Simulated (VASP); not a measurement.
Write the native input for VASP 6.6.1 that does the following.

```yaml
Task: single point
Functional: PBEsol
Potentials_or_basis: VASP PAW PBE potentials, release 64 (Cd)
Cutoff: 520 eV
k_mesh: 10 × 10 × 3
Occupations: fermi-dirac, width 0.05 eV
Spin: no spin polarisation
Dipole_correction: no
Further_INCAR_settings: ALGO = Fast; EDIFF = 1e-07; NBANDS = 32
```

The structure of Cd lies in POSCAR:

```
Cd
1.0
    3.1337705635      0.0000000000      0.0000000000
   -1.5668852817      2.7139249176      0.0000000000
    0.0000000000      0.0000000000     10.5679992398
Cd
4
Direct
    0.6666666667      0.3333333333      0.7500000000
    0.0000000000      0.0000000000      0.5000000000
    0.3333333333      0.6666666667      0.2500000000
    0.0000000000      0.0000000000      0.0000000000
```

One way to write it, as run:

INCAR

```
  ALGO = Fast
  EDIFF = 1E-7
  ENCUT = 520
  GGA = PS
  ISIF = 2
  ISMEAR = -1
  LASPH = True
  LCHARG = True
  LELF = True
  LREAL = False
  LVHAR = True
  LWAVE = False
  NBANDS = 32
  NELM = 80
  PREC = Accurate
  SIGMA = 0.05
```

KPOINTS

```
k-points
0
Gamma
  10 10 3
```

Potentials or basis: VASP PAW PBE potentials, release 64 (Cd).

Launch:

```console
$ cat potpaw_PBE.64/Cd/POTCAR > POTCAR
$ mpirun -np 1 vasp_std > vasp.out
```

It gave:

- Pressure: -3.1 GPa
- Band gap on the k mesh: zero (bands 24 and 25 overlap by 2.58 eV)

Caveat: the cell stands under tension; the PAW data sets were made with another functional, which shifts forces and pressure a little.

Wall time 25 s on 1 thread of Intel(R) Xeon(R) 6975P-C (Granite Rapids), on a shared host, peak memory 0.23 GiB.
